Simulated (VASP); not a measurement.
# Al16O in VASP: single point with PBE+D3(BJ)

Aim: the single point of Al16O with PBE+D3(BJ).

Everything below comes from runs of VASP 6.6.1. Logs are shortened: lines on timing, memory, paths and dates and some standing lists are left out, and cuts for length are marked.

## Step 1: The cell of the first run

The cell holds a slab with vacuum, 17 atoms: a = 5.728 Å, b = 5.728 Å, c = 17.075 Å, α = 90.00°, β = 90.00°, γ = 90.00°.

## Step 2: Single point, PBE+D3(BJ)

Input file INCAR:

```
ALGO = Normal
EDIFF = 1E-6
ENCUT = 520
GGA = PE
ISIF = 2
ISMEAR = -1
IVDW = 12
LASPH = T
LCHARG = F
LREAL = Auto
LWAVE = F
NBANDS = 41
NELM = 80
PREC = Accurate
SIGMA = 0.15
```

Input file KPOINTS:

```
k-points
0
Gamma
  3 3 1
```

Input file POSCAR:

```
Al16O
1.0
    5.7275650000      0.0000000000      0.0000000000
    0.0000000000      5.7275650000      0.0000000000
    0.0000000000      0.0000000000     17.0750000000
Al O
16 1
Direct
    0.2500000000      0.2500000000      0.0585652000
    0.7500000000      0.2500000000      0.0585652000
    0.2500000000      0.7500000000      0.0585652000
    0.7500000000      0.7500000000      0.0585652000
   -0.0017954729     -0.0000368568      0.1757448861
    0.5022385955     -0.0000234737      0.1757039182
   -0.0006263846      0.5000022058      0.1729602487
    0.5008337483      0.5000365447      0.1729201945
    0.2503638185      0.2580622969      0.2931406253
    0.7502034861      0.2610359537      0.2923335907
    0.2503284093      0.7417635999      0.2931773441
    0.7502244705      0.7389521939      0.2923452980
    0.0048579067      0.0000299070      0.4011797699
    0.4956063808     -0.0000304710      0.4012766514
   -0.0007969800      0.4999584765      0.4178429310
    0.5043036934      0.4999233075      0.4179831761
   -0.2480506287      0.5004260781      0.4786510036
```

Potentials or basis: VASP PAW PBE potentials, release 64 (Al, O).

On the command line:

```console
$ cat potpaw_PBE.64/Al/POTCAR potpaw_PBE.64/O/POTCAR > POTCAR
$ mpirun -np 1 vasp_std > vasp.out
```

OUTCAR:

```text
EDIFF = 1E-6
   ENCUT = 520
   GGA = PE
   ISIF = 2
   ISMEAR = -1
   IVDW = 12
   LASPH = T
   LREAL = Auto
   NELM = 80
   PREC = Accurate
 IVDW          = 12

 ion  position               nearest neighbor table
   1  0.250  0.250  0.059-   7 2.82   8 2.82   5 2.85   6 2.85   2 2.86   3 2.86   3 2.86   2 2.86

   2  0.750  0.250  0.059-   8 2.81   7 2.81   6 2.84   5 2.84   1 2.86   4 2.86   4 2.86   1 2.86

   3  0.250  0.750  0.059-   7 2.82   8 2.82   5 2.85   6 2.85   1 2.86   4 2.86   1 2.86   4 2.86
[... 23 lines left out ...]
  15  0.999  0.500  0.418-  17 1.76  16 2.83  13 2.88  13 2.88  16 2.89  12 2.92  10 2.92  11 2.92
                             9 2.92
  16  0.504  0.500  0.418-  17 1.76  15 2.83  14 2.88  14 2.88  15 2.89  10 2.91  12 2.91  11 2.93
                             9 2.93
  17  0.752  0.500  0.479-  15 1.76  16 1.76

  LATTYP: Found a simple tetragonal cell.
 ALAT       =     5.7275650000
 C/A-ratio  =     2.9811970707

  Lattice vectors:

 A1 = (   5.7275650000,   0.0000000000,   0.0000000000)
 A2 = (   0.0000000000,   5.7275650000,   0.0000000000)
 A3 = (   0.0000000000,   0.0000000000,  17.0750000000)

Analysis of symmetry for initial positions (statically):
=====================================================================
 Subroutine PRICEL returns:
 Original cell was already a primitive cell.

 Routine SETGRP: Setting up the symmetry group for a
 simple tetragonal supercell.

 Subroutine GETGRP returns: Found  1 space group operations
 (whereof  1 operations were pure point group operations)
 out of a pool of 16 trial point group operations.

The static configuration has the point symmetry C_1 .

Analysis of symmetry for dynamics (positions and initial velocities):
=====================================================================
 Subroutine PRICEL returns:
 Original cell was already a primitive cell.

 Routine SETGRP: Setting up the symmetry group for a
 simple tetragonal supercell.

 Subroutine GETGRP returns: Found  1 space group operations
 (whereof  1 operations were pure point group operations)
 out of a pool of 16 trial point group operations.

The dynamic configuration has the point symmetry C_1 .

 Subroutine INISYM returns: Found  1 space group operations
 (whereof  1 operations are pure point group operations),
 and found     1 'primitive' translations

----------------------------------------------------------------------------------------

                                     Primitive cell

  volume of cell :     560.1454

  direct lattice vectors                    reciprocal lattice vectors
     5.727565000  0.000000000  0.000000000     0.174594265  0.000000000  0.000000000
     0.000000000  5.727565000  0.000000000     0.000000000  0.174594265  0.000000000
     0.000000000  0.000000000 17.075000000     0.000000000  0.000000000  0.058565154

  length of vectors
     5.727565000  5.727565000 17.075000000     0.174594265  0.174594265  0.058565154

  position of ions in fractional coordinates (direct lattice)
     0.250000000  0.250000000  0.058565200
     0.750000000  0.250000000  0.058565200
     0.250000000  0.750000000  0.058565200
     0.750000000  0.750000000  0.058565200
     0.998204527  0.999963143  0.175744886
     0.502238596  0.999976526  0.175703918
[... 9 lines left out ...]
     0.504303693  0.499923307  0.417983176
     0.751949371  0.500426078  0.478651004

  ion indices of the primitive-cell ions
   primitive index   ion index
                 1           1
                 2           2
                 3           3
                 4           4
                 5           5
                 6           6
[... 9 lines left out ...]
                16          16
                17          17

----------------------------------------------------------------------------------------

 KPOINTS: k-points

Automatic generation of k-mesh.
 Grid dimensions read from file:
 generate k-points for:    3    3    1

 Generating k-lattice:

  Cartesian coordinates                     Fractional coordinates (reciprocal lattice)
     0.058198088  0.000000000  0.000000000     0.333333333  0.000000000  0.000000000
     0.000000000  0.058198088  0.000000000     0.000000000  0.333333333  0.000000000
     0.000000000  0.000000000  0.058565154     0.000000000  0.000000000  1.000000000

  Length of vectors
     0.058198088  0.058198088  0.058565154

  Shift w.r.t. Gamma in fractional coordinates (k-lattice)
     0.000000000  0.000000000  0.000000000

 Subroutine IBZKPT returns following result:
 ===========================================

 Found      5 irreducible k-points:

 Following reciprocal coordinates:
            Coordinates               Weight
  0.000000  0.000000  0.000000      1.000000
  0.333333  0.000000  0.000000      2.000000
  0.000000  0.333333  0.000000      2.000000
  0.333333  0.333333  0.000000      2.000000
 -0.333333  0.333333  0.000000      2.000000
   k-points           NKPTS =      5   k-points in BZ     NKDIM =      5   number of bands    NBANDS=     41
   number of dos      NEDOS =    301   number of ions     NIONS =     17
   total plane-waves  NPLWV = 294912
   dimension x,y,z NGX =    48 NGY =   48 NGZ =  128
   dimension x,y,z NGXF=    96 NGYF=   96 NGZF=  256
   ions per type =              16   1
   NGX,Y,Z   is equivalent  to a cutoff of  13.93, 13.93, 12.46 a.u.
   NGXF,Y,Z  is equivalent  to a cutoff of  27.86, 27.86, 24.92 a.u.
 SYSTEM =  unknown system
   PREC   = accura    normal or accurate (medium, high low for compatibility)
   ISTART =      0    job   : 0-new  1-cont  2-samecut
   ICHARG =      2    charge: 1-file 2-atom 10-const
   ISPIN  =      1    spin polarized calculation?
   LNONCOLLINEAR =      F non collinear calculations
   LSORBIT =      F    spin-orbit coupling
   LASPH  =      T    aspherical Exc in radial PAW
   ENCUT  =  520.0 eV  38.22 Ry    6.18 a.u.  10.65 10.65 31.75*2*pi/ulx,y,z
   NELM   =     80;   NELMIN=  2; NELMDL= -5     # of ELM steps
   EDIFF  = 0.1E-05   stopping-criterion for ELM
   LREAL  =      T    real-space projection
   EDIFFG = 0.1E-04   stopping-criterion for IOM
   NSW    =      0    number of steps for IOM
   IBRION =     -1    ionic relax: 0-MD 1-quasi-New 2-CG
   NFREE  =      0    steps in history (QN), initial steepest desc. (CG)
   ISIF   =      2    stress and relaxation
   ISYM   =      2    0-nonsym 1-usesym 2-fastsym
   POTIM  = 0.5000    time-step for ionic-motion
   TEBEG  =    0.0;   TEEND  =   0.0 temperature during run
   PSTRESS=    0.0 pullay stress
   NELECT =      54.0000    total number of electrons
   NUPDOWN=      -1.0000    fix difference up-down
   EMIN   =  10.00;   EMAX   =-10.00  energy-range for DOS
   EFERMI =   0.00;   METHOD = LEGACY
   ISMEAR =    -1;   SIGMA  =   0.15  broadening in eV -4-tet -1-fermi 0-gaus
   EFERMI_NEDOS =   21; number of points for ismear=-14 and -15
   IALGO  =     38    algorithm
   IMIX   =      4    mixing-type and parameters
     AMIX     =   0.40;   BMIX     =  1.00
     AMIX_MAG =   1.60;   BMIX_MAG =  1.00
  volume/ion in A,a.u.               =      32.95       222.36
  Fermi-wavevector in a.u.,A,eV,Ry     =   0.750653  1.418528  7.666608  0.563480
  Thomas-Fermi vector in A             =   1.847453
   LORBIT       =      0    0 simple, 1 ext, 2 COOP (PROOUT), +10 PAW based schemes
   GGA     = PE    functional components
   LHFCALC =     F    Hartree Fock is set to
   AEXX    =    0.0000 exact exchange contribution
   IVDW    =    12    specifies the selected vdW correction
   LEPSILON=     F    determine dielectric tensor
   LRPA    =     F    only Hartree local field effects (RPA)
 non-spin polarized calculation
  energy-cutoff  :      520.00
  volume of cell :      560.15
 maximum number of plane-waves:     15083
 NGX is ok and might be reduce to    42
   NGX = 21   NGY = 21   NGZ = 63

 number of electron      54.0000003 magnetization

 Free energy of the ion-electron system (eV)
  ---------------------------------------------------
  ext. energy  EPLUGINS =         0.00000000
  ---------------------------------------------------
  free energy    TOTEN  =       -65.19305440 eV

  energy without entropy =      -64.80130363  energy(sigma->0) =      -64.99717901

 E-fermi :   1.5045     XC(G=0):  -5.9976

 val. band max:        1.3983164009   @ k =   0.3333   0.3333   0.0000
 cond. band min:       1.6346631736   @ k =   0.3333   0.3333   0.0000
 fundamental gap:      0.2363467727
 Fermi energy:         1.5045332002

 k-point     1 :       0.0000    0.0000    0.0000
  band No.  band energies     occupation
      1     -16.9880      2.00000
      2      -9.1538      2.00000
      3      -7.6970      2.00000
      4      -5.4257      2.00000
      5      -4.8648      2.00000
      6      -4.7709      2.00000
[... 31 lines left out ...]
     38       3.9285      0.00000
     39       4.0400      0.00000

 k-point     2 :       0.3333    0.0000    0.0000
  band No.  band energies     occupation
      1     -16.9858      2.00000
      2      -8.6600      2.00000
      3      -7.2680      2.00000
      4      -7.1447      2.00000
      5      -5.8344      2.00000
      6      -4.9993      2.00000
[... 31 lines left out ...]
     38       4.3685      0.00000
     39       4.3962      0.00000

 k-point     3 :       0.0000    0.3333    0.0000
  band No.  band energies     occupation
      1     -16.9868      2.00000
      2      -8.6588      2.00000
      3      -7.2743      2.00000
      4      -7.1219      2.00000
      5      -5.7815      2.00000
      6      -4.9378      2.00000
[... 31 lines left out ...]
     38       4.1988      0.00000
     39       4.4130      0.00000

 k-point     4 :       0.3333    0.3333    0.0000
  band No.  band energies     occupation
      1     -16.9847      2.00000
      2      -8.1663      2.00000
      3      -6.8063      2.00000
      4      -6.7005      2.00000
      5      -6.6319      2.00000
      6      -5.4048      2.00000
[... 31 lines left out ...]
     38       4.3729      0.00000
     39       4.6728      0.00000

 k-point     5 :      -0.3333    0.3333    0.0000
  band No.  band energies     occupation
      1     -16.9847      2.00000
      2      -8.1663      2.00000
      3      -6.8063      2.00000
      4      -6.7006      2.00000
      5      -6.6319      2.00000
      6      -5.4048      2.00000
[... 31 lines left out ...]
     38       4.3728      0.00000
     39       4.6728      0.00000
 [bands above 39 left out]

------------------------ aborting loop because EDIFF is reached ----------------------------------------

 Edisp (eV)   -3.98098

 E8    (eV) :    -1.8336

  FORCE on cell =-STRESS in cart. coord.  units (eV):
  Direction    XX          YY          ZZ          XY          YZ          ZX
  --------------------------------------------------------------------------------------
  -------------------------------------------------------------------------------------
  Total      -9.83113    -7.84746    -0.13605    -0.00062    -0.00418    -0.03096
  in kB     -28.11987   -22.44599    -0.38915    -0.00179    -0.01197    -0.08857
  external pressure =      -16.99 kB  Pullay stress =        0.00 kB

 VOLUME and BASIS-vectors are now :
 -----------------------------------------------------------------------------
  energy-cutoff  :      520.00
  volume of cell :      560.15
      direct lattice vectors                 reciprocal lattice vectors
     5.727565000  0.000000000  0.000000000     0.174594265  0.000000000  0.000000000
     0.000000000  5.727565000  0.000000000     0.000000000  0.174594265  0.000000000
     0.000000000  0.000000000 17.075000000     0.000000000  0.000000000  0.058565154

 POSITION                                       TOTAL-FORCE (eV/Angst)
 -----------------------------------------------------------------------------------
      1.43189      1.43189      1.00000         0.000744     -0.052171     -0.042298
      4.29567      1.43189      1.00000         0.001556     -0.137622      0.046564
      1.43189      4.29567      1.00000         0.000603      0.052452     -0.043018
      4.29567      4.29567      1.00000         0.001709      0.137658      0.045848
      5.71728      5.72735      3.00084         0.006143      0.000649      0.001317
      2.87660      5.72743      3.00014        -0.007151      0.000317      0.000405
[... 9 lines left out ...]
      2.88843      2.86334      7.13706        -0.040315      0.000631     -0.018849
      4.30684      2.86622      8.17297        -0.001027     -0.003100      0.032816
 -----------------------------------------------------------------------------------
    total drift:                               -0.000936     -0.001315     -0.003319

  FREE ENERGIE OF THE ION-ELECTRON SYSTEM (eV)
  ---------------------------------------------------
  free  energy   TOTEN  =       -69.1740324822 eV

  energy  without entropy=      -68.7822817059  energy(sigma->0) =      -68.97815709
```

Run time: 2.6 min. Hardware: 1 thread of Intel Xeon Platinum 8488C (Sapphire Rapids), shared host; peak memory 0.58 GiB.

What came out:

| Property | Result |
| --- | --- |
| Free energy | -69.1740 eV |
| Largest force | 0.145 eV/Å |
| Band gap on the k mesh | 0.24 eV, direct |
| Dispersion energy per atom | -0.234 eV |

Forces in eV/Å, atoms in the order of the input:
```
Al   0.001 -0.052 -0.042
Al   0.002 -0.138  0.047
Al   0.001  0.052 -0.043
Al   0.002  0.138  0.046
Al   0.006  0.001  0.001
Al  -0.007  0.000  0.000
Al  -0.001  0.000  0.002
Al   0.001 -0.001  0.003
Al   0.000 -0.003 -0.001
Al   0.001  0.000 -0.003
Al   0.001  0.004  0.001
Al   0.000  0.000 -0.003
Al  -0.007  0.000  0.001
Al   0.006  0.001 -0.001
Al   0.037  0.000 -0.021
Al  -0.040  0.001 -0.019
O   -0.001 -0.003  0.033
```

Levels at points of the mesh, in eV from the valence-band top:
| k point | band 23 | band 24 | band 25 | band 26 | band 27 | band 28 | band 29 | band 30 | band 31 | band 32 |
| --- | --- | --- | --- | --- | --- | --- | --- | --- | --- | --- |
| (0.00, 0.00, 0.00) | -1.48 | -1.15 | -1.08 | -1.03 | -0.75 | 0.24 | 0.28 | 0.40 | 0.72 | 0.76 |
